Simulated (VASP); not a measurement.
# SnO2 (R-3m) in VASP: further runs, part 2 of 2

VASP 6.6.1. The steps go on from the part before.

## (5) Single point, PBEsol

This run uses another cell than the first one, of the same volume but with other edges.

Contents of INCAR:

```
SYSTEM = SnO2
  PREC = Accurate
  ENCUT = 520
  EDIFF = 1E-6
  ISMEAR = 0
  SIGMA = 0.05
  LREAL = .FALSE.
  LASPH = .TRUE.
  NELM = 60
  ALGO = Normal
  ISIF = 2
  LWAVE = .FALSE.
  LCHARG = .FALSE.
  GGA = PS
  NBANDS = 20
```

Contents of KPOINTS:

```
Automatic mesh
0
G
  12 12 12
  0 0 0
```

Contents of POSCAR:

```
SnO2
1.0
    1.7419607091      1.0057214843      4.1370252783
   -1.7419607091      1.0057214843      4.1370252783
    0.0000000000     -2.0114429687      4.1370252783
Sn O
1 2
Direct
    0.5000000000      0.5000000000      0.5000000000
    0.2371700000      0.2371700000      0.2371700000
    0.7628300000      0.7628300000      0.7628300000
```

Potentials or basis: VASP PAW PBE potentials, release 64 (Sn_d, O).

Run with:

```
$ cat potpaw_PBE.64/Sn_d/POTCAR potpaw_PBE.64/O/POTCAR > POTCAR
$ mpirun -np 1 vasp_std > vasp.out
```

OUTCAR:

```text
SYSTEM = SnO2
   PREC = Accurate
   ENCUT = 520
   EDIFF = 1E-6
   ISMEAR = 0
   LREAL = .FALSE.
   LASPH = .TRUE.
   NELM = 60
   ISIF = 2
   GGA = PS

 ion  position               nearest neighbor table
   1  0.500  0.500  0.500-   2 2.19   2 2.19   3 2.19   3 2.19   2 2.19   3 2.19
   2  0.237  0.237  0.237-   1 2.19   1 2.19   1 2.19
   3  0.763  0.763  0.763-   1 2.19   1 2.19   1 2.19

  LATTYP: Found a trigonal (rhomboedric) cell.
 ALAT       =     4.6000957565
 COS(alpha) =     0.7132040848

  Lattice vectors:

 A1 = (   1.7419607091,   1.0057214843,   4.1370252783)
 A2 = (  -1.7419607091,   1.0057214843,   4.1370252783)
 A3 = (   0.0000000000,  -2.0114429687,   4.1370252783)

Analysis of symmetry for initial positions (statically):
=====================================================================
 Subroutine PRICEL returns:
 Original cell was already a primitive cell.

 Routine SETGRP: Setting up the symmetry group for a
 trigonal (rhombohedral) supercell.

 Subroutine GETGRP returns: Found 12 space group operations
 (whereof 12 operations were pure point group operations)
[... 164 lines left out ...]

  energy without entropy =      -18.85016402  energy(sigma->0) =      -18.85016438

 E-fermi :   3.8496     XC(G=0): -10.4474

 val. band max:        3.7274276923   @ k =  -0.0833   0.0833   0.0000
 cond. band min:       3.9485702706   @ k =   0.0000   0.0000   0.0000
 fundamental gap:      0.2211425782
 Fermi energy:         3.8495895624

 k-point     1 :       0.0000    0.0000    0.0000
  band No.  band energies     occupation
      1     -16.5794      2.00000
      2     -16.3498      2.00000
      3     -16.3498      2.00000
      4     -16.2581      2.00000
      5     -16.2581      2.00000
      6     -13.9505      2.00000
[... 541 lines left out ...]
     19      16.9701      0.00000
     20      17.4590      0.00000

 [... further k-points ...]

------------------------ aborting loop because EDIFF is reached ----------------------------------------

  FORCE on cell =-STRESS in cart. coord.  units (eV):
  Direction    XX          YY          ZZ          XY          YZ          ZX
  --------------------------------------------------------------------------------------
  -------------------------------------------------------------------------------------
  Total       -6.0261754     -6.0261754     -1.1674175      0.0000000      0.0000000      0.0000000
  in kB     -222.0224240   -222.0224240    -43.0111709      0.0000000      0.0000000      0.0000000
  external PRESSURE =    -162.3520063 kB  Pullay stress =       0.0000000 kB

 VOLUME and BASIS-vectors are now :
 -----------------------------------------------------------------------------
  energy-cutoff  :      520.00
  volume of cell :       43.49
      direct lattice vectors                 reciprocal lattice vectors
     1.741960709  1.005721484  4.137025278     0.287032880  0.165718511  0.080573192
    -1.741960709  1.005721484  4.137025278    -0.287032880  0.165718511  0.080573192
     0.000000000 -2.011442969  4.137025278     0.000000000 -0.331437022  0.080573192

 POSITION                                       TOTAL-FORCE (eV/Angst)
 -----------------------------------------------------------------------------------
      0.00000     -0.00000      6.20554         0.000000      0.000000      0.000000
      0.00000     -0.00000      2.94353         0.000000     -0.000000      0.029998
      0.00000     -0.00000      9.46754         0.000000      0.000000     -0.029998
 -----------------------------------------------------------------------------------
    total drift:                                0.000000     -0.000000      0.000000

  FREE ENERGIE OF THE ION-ELECTRON SYSTEM (eV)
  ---------------------------------------------------
  free  energy   TOTEN  =       -18.8501647400 eV

  energy  without entropy=      -18.8501640159  energy(sigma->0) =      -18.85016438
```

It took 2.9 min on 1 thread of AMD EPYC 7R13 (Zen 3), shared host; peak memory 0.28 GiB.

What came out:

```
Free energy            : -18.8502 eV
Pressure               : -16.2 GPa
Largest force          : 0.030 eV/Å
Band gap on the k mesh : 0.22 eV (least direct gap 0.24 eV)
```

Forces in eV/Å, atoms in the order of the input:
```
Sn   0.000  0.000  0.000
O    0.000  0.000  0.030
O    0.000  0.000 -0.030
```

Caveat: the stress differs along the axes, from -22 to -4 GPa; semilocal functionals underestimate gaps, and a narrow one can read as zero; the PAW data sets were made with another functional, which shifts forces and pressure a little; spin-orbit coupling is left out, which moves the levels of the heavy elements.

## (6) The runs side by side

| cell | gap on the mesh (eV) | pressure (GPa) | largest force (eV/Å) |
| --- | --- | --- | --- |
| a = 5.699 Å, angles 31.0°, 3 atoms | 2.88 | 6.0 | 1.00 |
| a = 4.930 Å, angles 39.4°, 3 atoms | 1.25 | -9.3 | 0.17 |
| a = 5.041 Å, angles 38.0°, 3 atoms | 1.56 | -6.9 | 0.25 |
| a = 4.600 Å, angles 44.5°, 3 atoms | 0.22 | -16.2 | 0.03 |

Alike in all rows: task single point; level PBEsol; potentials or basis VASP PAW PBE potentials, release 64 (Sn_d, O); no spin polarisation; k mesh 12 × 12 × 12; cutoff (eV) 520; smearing gaussian 0.05 eV.

Caveats: the PAW data sets were made with another functional, which shifts forces and pressure a little; spin-orbit coupling is left out, which moves the levels of the heavy elements; the stress differs along the axes, from -9 to 13 GPa (at least some runs); the stress differs along the axes, from -12 to -3 GPa (at least some runs); the stress differs along the axes, from -9 to -3 GPa (at least some runs); the stress differs along the axes, from -22 to -4 GPa (at least some runs); semilocal functionals underestimate gaps, and a narrow one can read as zero (at least some runs).

Absolute energies hang on the potentials; compare differences alone.
